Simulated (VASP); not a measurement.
Write the native input for VASP 6.6.1 that does the following.

* Task: single point
* Functional: r2SCAN
* Potentials or basis: VASP PAW PBE potentials, release 64 (Zr_sv, As, Ru_pv)
* Cutoff: 520 eV
* k mesh: 5 × 5 × 7
* Occupations: fermi-dirac, width 0.15 eV
* Spin: no spin polarisation
* Dipole correction: no
* Further INCAR settings: ALGO = Normal; EDIFF = 1e-06; NBANDS = 56

Crystal: ZrAsRu.

```
Zr As Ru
1.0
     6.73086    0.00000    0.00000
    -3.36543    5.82909    0.00000
     0.00000    0.00000    3.99577
Zr As Ru
3 3 3
Direct
  0.41806 0.41806 0.50000
  0.58194 0.00000 0.50000
  0.00000 0.58194 0.50000
  0.00000 0.00000 0.50000
  0.66667 0.33333 0.00000
  0.33333 0.66667 0.00000
  0.00000 0.24373 0.00000
  0.24373 0.00000 0.00000
  0.75627 0.75627 0.00000
```

One way to write it, as run:

POSCAR

```
ZrAsRu
1.0
    6.7308578114      0.0000000000      0.0000000000
   -3.3654289057      5.8290938782      0.0000000000
    0.0000000000      0.0000000000      3.9957719055
Zr As Ru
3 3 3
Direct
    0.4180600000      0.4180600000      0.5000000000
    0.5819400000      0.0000000000      0.5000000000
    0.0000000000      0.5819400000      0.5000000000
    0.0000000000      0.0000000000      0.5000000000
    0.6666666667      0.3333333333      0.0000000000
    0.3333333333      0.6666666667      0.0000000000
    0.0000000000      0.2437340000      0.0000000000
    0.2437340000      0.0000000000      0.0000000000
    0.7562660000      0.7562660000      0.0000000000
```

INCAR.step1

```
PREC = Accurate ; ENCUT = 520
ISMEAR = -1 ; SIGMA = 0.15
LREAL = False ; LASPH = True
NELM = 100 ; NBANDS = 56
GGA = PE ; ALGO = Normal
EDIFF = 1E-4 ; LWAVE = True
LCHARG = False
```

INCAR.step2

```
PREC = Accurate ; ENCUT = 520
EDIFF = 1E-6 ; ISMEAR = -1
SIGMA = 0.15 ; LREAL = False
LASPH = True ; NELM = 100
ALGO = Normal ; ISIF = 2
LWAVE = False ; LCHARG = False
METAGGA = R2SCAN ; LMIXTAU = True
NBANDS = 56 ; ISTART = 1
```

KPOINTS

```
regular mesh
0
Gamma
  5 5 7
```

Potentials or basis: VASP PAW PBE potentials, release 64 (Zr_sv, As, Ru_pv).

Launch:

```console
$ cat potpaw_PBE.64/Zr_sv/POTCAR potpaw_PBE.64/As/POTCAR potpaw_PBE.64/Ru_pv/POTCAR > POTCAR
$ cp INCAR.step1 INCAR
$ mpirun -np 1 vasp_std > vasp.out
$ cp INCAR.step2 INCAR
$ mpirun -np 1 vasp_std > vasp.out
```

Results of the run:

```
Pressure      : -10.1 GPa
Largest force : 0.074 eV/Å
```

Caveat: the PAW data sets were made with another functional, which shifts forces and pressure a little.

Run time: 11 min on 1 thread of Intel(R) Xeon(R) Platinum 8259CL CPU @ 2.50GHz (Skylake/Cascade Lake) (shared host), peak memory 0.38 GiB.
